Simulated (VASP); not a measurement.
HC12, 13 atoms in the cell. The cell holds a slab with vacuum, 13 atoms: a = 4.917 Å, b = 3.888 Å, c = 20.211 Å, α = 90.00°, β = 90.00°, γ = 80.90°. 

```yaml
Program: VASP 6.6.1
Task: single point
Functional: PBEsol
Potentials_or_basis: VASP PAW PBE potentials, release 64 (C, H)
Cutoff: 520 eV
k_mesh: 6 × 7 × 1
Occupations: gaussian, width 0.05 eV
Spin: collinear spin
Starting_moments: "[0.0, 0.0, 0.0, 0.0, 0.0, 0.0, 0.0, 0.0, 0.0, 0.0, 0.0, 0.0, 1.0] μB"
Dipole_correction: yes
Further_INCAR_settings: ALGO = Normal; EDIFF = 1e-06; NBANDS = 40
```

Potentials or basis: VASP PAW PBE potentials, release 64 (C, H).

The run is started by

```bash
$ cat potpaw_PBE.64/C/POTCAR potpaw_PBE.64/H/POTCAR > POTCAR
$ mpirun -np 1 vasp_std > vasp.out
```

Hardware: 1 thread of AMD EPYC 9R45 96-Core Processor (Zen 5), on a shared host.

Task: How long does it take, and how much memory?

Result: Wall time 15 min on 1 thread of AMD EPYC 9R45 96-Core Processor (Zen 5) (shared host), peak memory 0.8 GiB. Counts: scf iterations 41, k points 22.
